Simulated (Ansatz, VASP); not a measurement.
One calculation of O, two programs

Contents of INCAR:

```
SYSTEM = O
PREC = Accurate ; ENCUT = 520
EDIFF = 1E-7 ; ISMEAR = -1
SIGMA = 0.05 ; LREAL = .False.
LASPH = .True. ; NELM = 100
ALGO = Normal ; ISIF = 2
LWAVE = .False. ; LCHARG = .True.
GGA = PE ; LELF = .True.
LVHAR = .True. ; NBANDS = 13
```

The input KPOINTS:

```
Automatic mesh
0
Gamma
  10 10 8
  0 0 0
```

The input POSCAR:

```
O
1.0
    2.7010433544     -1.5747538170      0.0000000000
    2.7010433544      1.5747538170      0.0000000000
   -2.2682256507      0.0000000000      3.4547347972
O
2
Direct
    0.0254538300      0.0254538300      0.1555740200
    0.9745461700      0.9745461700      0.8444259800
```

Input for Ansatz:

```yaml
crystal:
  lattice:
    - [2.7010433544, -1.574753817, 0.0]
    - [2.7010433544, 1.574753817, 0.0]
    - [-2.2682256507, 0.0, 3.4547347972]
  atoms:
    - { symbol: O, position: [0.02545383, 0.02545383, 0.15557402] }
    - { symbol: O, position: [0.97454617, 0.97454617, 0.84442598] }
kpoints:
  mp_grid: { grid: [10, 10, 8] }
scf:
  occupations: { method: fermi_dirac, width: 0.05 }
  lower_state_search: "off"
hamiltonian:
  xc: pbe
  pseudopotentials: { kind: paw }
output:
  forces: true
  stress: true
  eigenvalues: true
```

Change from the starting cell: volume scaled by 0.85, no spin polarisation, PAW files.

Alike in both runs: task single point; functional PBE; k mesh 10 × 10 × 8; occupations fermi-dirac, width 0.05 eV; no spin polarisation.

|  | VASP | Ansatz |
| --- | --- | --- |
| version | VASP 6.6.1 | Ansatz 0.2.0 |
| potentials or method | VASP PAW PBE potentials, release 64 (O) | PAW with Ansatz's default frozen-core files, scalar-relativistic |
| plane-wave cutoff (eV) | 520 | 420 |
| valence electrons in the cell | 12 | 12 |

Ansatz gave:

```
pressure (GPa)                                                : 9.1
traceless stress, the component that is largest in VASP (GPa) : 16.26
rms of the force components (eV/Å)                            : 2.889
```

Which values does VASP return?

Pressure (GPa): 13.1; traceless stress, the component that is largest in VASP (GPa): 23.12; rms of the force components (eV/Å): 4.095.

Atom by atom the forces differ by 1.208 eV/Å (rms over components).

Noted on VASP's run: the standard files for N, O and F lose accuracy on very short bonds; spin is off for a triplet molecule.
